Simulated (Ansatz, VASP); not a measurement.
**One calculation of Pt, two programs**

```
Pt
1.0
     4.62069    0.00000    0.00000
    -2.31034    4.00163    0.00000
     0.00000    0.00000    2.75524
Pt
3
Direct
  0.00000 0.00000 0.00000
  0.33333 0.66667 0.50000
  0.66667 0.33333 0.50000
```

Alike in both runs: task single point; functional RPBE; k mesh 9 × 9 × 13; occupations fermi-dirac, width 0.1 eV; no spin polarisation.

|  | VASP | Ansatz |
| --- | --- | --- |
| version | VASP 6.6.1 | Ansatz 0.2.0 |
| potentials or method | VASP PAW PBE potentials, release 64 (Pt), cutoff 520 eV | plane waves (420 eV) with PAW, scalar-relativistic |
| valence electrons in the cell | 30 | 54 |

Ansatz gave:

| Item | Value |
| --- | --- |
| pressure (GPa) | -7.5 |
| traceless stress, the component that is largest in VASP (GPa) | 0.44 |

**Question.** Which values does VASP return?

**Answer.** Pressure (GPa): -8.0; traceless stress, the component that is largest in VASP (GPa): 0.42.

VASP's potentials were made for PBE, not for RPBE. VASP's potentials hold 30 valence electrons a cell and Ansatz's 54, so a difference there can come from the potentials and not from the codes.

Neither program's run includes spin-orbit coupling.
